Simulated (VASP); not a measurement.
Set up this calculation in VASP 6.6.1, as the native input.

```
Task                   : single point
Functional             : PBE
Potentials or basis    : VASP PAW PBE potentials, release 64 (Sn_d)
Cutoff                 : 520 eV
k mesh                 : 11 × 11 × 8
Occupations            : fermi-dirac, width 0.6 eV
Spin                   : no spin polarisation
Dipole correction      : no
Further INCAR settings : ALGO = Normal; EDIFF = 1e-07; NBANDS = 21
```

The structure of Sn lies in POSCAR:

```
Sn
1.0
   -2.9773321013      2.9790067394      1.6030901642
    2.9790067394     -2.9773321013      1.6030901642
    2.9770686044      2.9770686044     -1.6000204610
Sn
2
Direct
    0.0000231878      0.9999768122      0.0000000000
    0.7499768122      0.2500231878      0.5000000000
```

These files were run (other wordings do the same):

INCAR

```
PREC = Accurate
ENCUT = 520
EDIFF = 1E-7
ISMEAR = -1
SIGMA = 0.6
LREAL = F
LASPH = T
NELM = 100
ALGO = Normal
ISIF = 2
LWAVE = F
LCHARG = T
GGA = PE
LELF = T
LVHAR = T
NBANDS = 21
```

KPOINTS

```
regular mesh
0
Gamma
  11 11 8
```

Potentials or basis: VASP PAW PBE potentials, release 64 (Sn_d).

The run is started by

```bash
$ cat potpaw_PBE.64/Sn_d/POTCAR > POTCAR
$ mpirun -np 1 vasp_std > vasp.out
```

Results of the run:

The pressure is 2.0 GPa and the band gap on the k mesh is zero (bands 14 and 15 overlap by 3.51 eV).

Caveat: so wide a smearing shifts energies and pressures; spin-orbit coupling is left out, which moves the levels of the heavy elements.

Wall time 15 min on 1 thread of AMD EPYC 7R13 (shared host), peak memory 0.36 GiB.
